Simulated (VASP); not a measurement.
Here is a VASP 6.6.1 calculation.

INCAR

```
SYSTEM = Y5F
PREC = Accurate ; ENCUT = 520
EDIFF = 1E-6 ; ISMEAR = 0
SIGMA = 0.1 ; LREAL = .False.
LASPH = .True. ; NELM = 60
ALGO = Normal ; ISIF = 2
LWAVE = .False. ; LCHARG = .True.
GGA = PE ; LELF = .True.
LVHAR = .True. ; NBANDS = 40
```

The input KPOINTS:

```
regular mesh
0
Gamma
  8 8 8
  0 0 0
```

File POSCAR:

```
Y5F
1.0
   -3.9858149778      3.9858149778      2.5066171117
    3.9858149778     -3.9858149778      2.5066171117
    3.9858149778      3.9858149778     -2.5066171117
Y F
5 1
Direct
    0.9005636366      0.6987464054      0.5993100420
    0.0994363634      0.3012535946      0.4006899580
    0.3012535946      0.9005636366      0.2018172312
    0.6987464054      0.0994363634      0.7981827688
    0.5000000000      0.5000000000      0.0000000000
    0.0000000000      0.0000000000      0.0000000000
```

Potentials or basis: VASP PAW PBE potentials, release 64 (Y_sv, F).

Run with:

```bash
$ cat potpaw_PBE.64/Y_sv/POTCAR potpaw_PBE.64/F/POTCAR > POTCAR
$ mpirun -np 1 vasp_std > vasp.out
```

Problem. What does it give for the largest force?

Solution. 0.007 eV/Å.

Problem. Estimate the pressure.

Solution. 1.3 GPa.

Problem. What does it give for the band gap on the k mesh?

Solution. Zero (band 31 reaches 3.86 eV, above the bottom of band 32 at 3.39 eV).

Forces in eV/Å, atoms in the order of the input:
```
Y   -0.006 -0.003  0.000
Y    0.006  0.003  0.000
Y   -0.003  0.006  0.000
Y    0.003 -0.006  0.000
Y    0.000  0.000  0.000
F    0.000  0.000  0.000
```
